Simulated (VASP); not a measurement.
A run of VASP 6.6.1 is set up as follows.

The input INCAR:

```
PREC     = Accurate       # precision mode
ENCUT    = 520            # plane-wave cutoff, eV
EDIFF    = 1E-6           # SCF threshold, eV
ISMEAR   = 0              # smearing method
SIGMA    = 0.05           # smearing width, eV
LREAL    = False          # projectors in reciprocal space
LASPH    = True           # aspherical terms in the spheres
NELM     = 150            # most SCF steps
ALGO     = Normal         # electronic algorithm
ISIF     = 2              # what is computed and relaxed
LWAVE    = False          # write WAVECAR
LCHARG   = False          # write CHGCAR
LNONCOLLINEAR= True           # non-collinear magnetism
MAGMOM   = 0 0 0          # initial moments
LORBIT   = 11             # projections on sites
LSORBIT  = True           # spin-orbit coupling
GGA_COMPAT= False        
LORBMOM  = True         
LMAXMIX  = 4              # l up to which the mixer works
GGA      = PS             # functional
NBANDS   = 22             # bands
```

The input KPOINTS:

```
Automatic mesh
0
Gamma
  22 22 22
```

Contents of POSCAR:

```
Ta
1.0
   -1.6230115422      1.6230115422      1.6230115422
    1.6230115422     -1.6230115422      1.6230115422
    1.6230115422      1.6230115422     -1.6230115422
Ta
1
Direct
    0.0000000000      0.0000000000      0.0000000000
```

Potentials or basis: VASP PAW PBE potentials, release 64 (Ta_pv).

Command:

```bash
$ cat potpaw_PBE.64/Ta_pv/POTCAR > POTCAR
$ mpirun -np 1 vasp_ncl > vasp.out
```

(1) What does it give for the pressure?

(2) Estimate the net moment.

## Answers

(1) 6.9 GPa.

(2) 0.00 μB per cell.

Caveat: the cell stands under pressure; the PAW data sets were made with another functional, which shifts forces and pressure a little.
